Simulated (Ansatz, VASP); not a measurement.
Si9Ge7 in VASP and in Ansatz

```
Si Ge
1.0
    -0.00040   -0.00023   -6.43111
    -3.89349   -6.74282   -0.00049
    -3.89271    6.74237    0.00000
Si Ge
9 7
Direct
  0.93978 0.16101 0.83072
  0.93978 0.16101 0.33029
  0.94047 0.67241 0.83620
  0.93340 0.67239 0.33620
  0.43281 0.83060 0.16854
  0.43281 0.83060 0.66206
  0.56393 0.67242 0.33621
  0.06374 0.83222 0.16704
  0.06374 0.83222 0.66518
  0.43904 0.33830 0.16915
  0.43860 0.33404 0.66702
  0.56607 0.16041 0.83043
  0.56607 0.16041 0.32998
  0.56509 0.67313 0.83657
  0.05717 0.33507 0.16754
  0.05750 0.33377 0.66689
```

Alike in both runs: task single point; functional PBEsol; k mesh 2 × 2 × 2; occupations gaussian, width 0.01 eV; no spin polarisation.

|  | VASP | Ansatz |
| --- | --- | --- |
| version | VASP 6.6.1 | Ansatz 0.2.0 |
| potentials or method | VASP PAW PBE potentials, release 64 (Si, Ge_d), cutoff 520 eV | scalar-relativistic, plane waves, PAW |
| valence electrons in the cell | 134 | 134 |

|  | VASP | Ansatz | Ansatz less VASP |
| --- | --- | --- | --- |
| gap on the k mesh at the Fermi level (eV) | 0.07 | 0.07 | +0.001 |
| least direct gap on the mesh (eV) | 0.07 | 0.07 | +0.001 |
| pressure (GPa) | 0.2 | 0.2 | 0.00 |
| rms of the force components (eV/Å) | 0.041 | 0.039 | -0.0015 |

VASP's potentials were made for PBE, not for PBEsol.

The k mesh is coarse, so the values compare programs but aren't converged.
